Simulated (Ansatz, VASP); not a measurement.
**One calculation of BeS, two programs**

```
Be S
1.0
     0.00000    2.43807    2.43807
     2.43807    0.00000    2.43807
     2.43807    2.43807    0.00000
Be S
1 1
Direct
  0.00000 0.00000 0.00000
  0.75000 0.75000 0.75000
```

Change from the starting cell: the structure that the rattled cell fell into.

Alike in both runs: functional PBE; k mesh 8 × 8 × 8; occupations gaussian, width 0.02 eV; no spin polarisation.

Ansatz relaxed the structure, and its values are those at the end. VASP's run is a single point on that final structure, the one shown.

```csv
,VASP,Ansatz
version,VASP 6.6.1,Ansatz 0.2.0
potentials or method,"VASP PAW PBE potentials, release 64 (Be, S), cutoff 520 eV","scalar-relativistic, plane waves, PAW"
valence electrons in the cell,8,8
```

VASP gave:

| Quantity | Value |
| --- | --- |
| gap on the k mesh at the Fermi level (eV) | 3.15 |
| least direct gap on the mesh (eV) | 5.68 |
| pressure (GPa) | 0.0 |

Question: Which values does Ansatz return?

Answer: gap on the k mesh at the Fermi level (eV): 3.15; least direct gap on the mesh (eV): 5.66; pressure (GPa): 0.0.
